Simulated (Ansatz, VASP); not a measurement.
## One calculation of ZnS, two programs

File POSCAR:

```
ZnS
1.0
    3.8087369152      0.0000000000      0.0000000000
   -1.9043684576      3.2984629249      0.0000000000
    0.0000000000      0.0000000000     12.4664651431
Zn S
4 4
Direct
    0.0000000000      0.0000000000      0.0301950926
    0.0000000000      0.0000000000      0.5301950926
    0.3333333333      0.6666666667      0.2801513176
    0.6666666667      0.3333333333      0.7801513176
    0.0000000000      0.0000000000      0.1872361436
    0.0000000000      0.0000000000      0.6872361436
    0.3333333333      0.6666666667      0.4375788466
    0.6666666667      0.3333333333      0.9375788466
```

File INCAR.step1:

```
SYSTEM = ZnS
PREC = Accurate
ENCUT = 520
ISMEAR = 0
SIGMA = 0.05
LREAL = .FALSE.
LASPH = .TRUE.
NELM = 100
NBANDS = 46
GGA = PE
ALGO = Normal
EDIFF = 1E-4
LWAVE = .TRUE.
LCHARG = .FALSE.
```

The input INCAR.step2:

```
SYSTEM = ZnS
PREC = Accurate
ENCUT = 520
EDIFF = 1E-6
ISMEAR = 0
SIGMA = 0.05
LREAL = .FALSE.
LASPH = .TRUE.
NELM = 100
ALGO = Normal
ISIF = 2
LWAVE = .FALSE.
LCHARG = .FALSE.
METAGGA = R2SCAN
LMIXTAU = .TRUE.
NBANDS = 46
ISTART = 1
```

The input KPOINTS:

```
Automatic mesh
0
G
  6 6 2
  0 0 0
```

Input for Ansatz:

```yaml
crystal:
  lattice:
    - [3.8087369152, 0.0, 0.0]
    - [-1.9043684576, 3.2984629249, 0.0]
    - [0.0, 0.0, 12.4664651431]
  atoms:
    - { symbol: Zn, position: [0.0, 0.0, 0.0301950926] }
    - { symbol: Zn, position: [0.0, 0.0, 0.5301950926] }
    - { symbol: Zn, position: [0.3333333333, 0.6666666667, 0.2801513176] }
    - { symbol: Zn, position: [0.6666666667, 0.3333333333, 0.7801513176] }
    - { symbol: S, position: [0.0, 0.0, 0.1872361436] }
    - { symbol: S, position: [0.0, 0.0, 0.6872361436] }
    - { symbol: S, position: [0.3333333333, 0.6666666667, 0.4375788466] }
    - { symbol: S, position: [0.6666666667, 0.3333333333, 0.9375788466] }
basis:
  ecutwfc: 500
kpoints:
  mp_grid: { grid: [6, 6, 2] }
hamiltonian:
  xc: r2scan
scf:
  occupations: { method: gaussian, width: 0.05 }
output:
  forces: true
  stress: true
  eigenvalues: true
```

Change from the starting cell: all Zn atoms moved +0.375 Å, as atom 1 along Cartesian [0 0 1].

Alike in both runs: task single point; functional r2SCAN; k mesh 6 × 6 × 2; occupations gaussian, width 0.05 eV; no spin polarisation.

|  | VASP | Ansatz |
| --- | --- | --- |
| version | VASP 6.6.1 | Ansatz 0.2.0 |
| potentials or method | VASP PAW PBE potentials, release 64 (Zn, S), cutoff 520 eV | scalar-relativistic, plane waves, PAW |
| valence electrons in the cell | 72 | 72 |

Ansatz gave:

```
gap on the k mesh at the Fermi level (eV)                     : 2.60
least direct gap on the mesh (eV)                             : 2.60
pressure (GPa)                                                : 8.0
traceless stress, the component that is largest in VASP (GPa) : 23.62
rms of the force components (eV/Å)                            : 3.061
```

Question: What did VASP give for the same quantities?

Answer: gap on the k mesh at the Fermi level (eV): 2.61; least direct gap on the mesh (eV): 2.61; pressure (GPa): 8.3; traceless stress, the component that is largest in VASP (GPa): 24.05; rms of the force components (eV/Å): 3.103.

VASP's potentials were made for PBE, not for r2SCAN. Atom by atom the forces differ by 0.042 eV/Å (rms over components).
